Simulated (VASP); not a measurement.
Runs of VASP 6.6.1 on Pt. The structure is that of space group Fm-3m (No. 225), or close to it. The cells are those of the table. 

```tsv
task	cell	k mesh	cutoff (eV)	gap on the mesh (eV)	pressure (GPa)	relaxed volume (Å³/atom)
single point	a = 2.888 Å, angles 60.0°, 1 atom	8 × 8 × 8	520	none	-26.1	-
single point	a = 2.770 Å, angles 60.0°, 1 atom	18 × 18 × 18	520	none	-0.4	-
relaxation of cell and atoms	relaxed from a = 2.888 Å, angles 60.0°, 1 atom	8 × 8 × 8	600	none	0.0	(b)
relaxation of cell and atoms	relaxed from a = 2.769 Å, angles 60.0°, 1 atom	18 × 18 × 18	600	none	0.0	15.02
single point	a = 2.769 Å, angles 60.0°, 1 atom	8 × 8 × 8	520	none	(a)	-
```

Alike in all rows: level PBEsol; potentials or basis VASP PAW PBE potentials, release 64 (Pt); no spin polarisation; smearing gaussian 0.1 eV.

**Question.** Fill in the values left out.

**Answer.** (a) -0.6; (b) 14.99.

Caveats: the PAW data sets were made with another functional, which shifts forces and pressure a little; spin-orbit coupling is left out, which moves the levels of the heavy elements.

A k mesh can miss the band edges, and the runs leave out spin-orbit coupling on Pt.

A gap of «none» marks levels without a gap at the run's occupations.
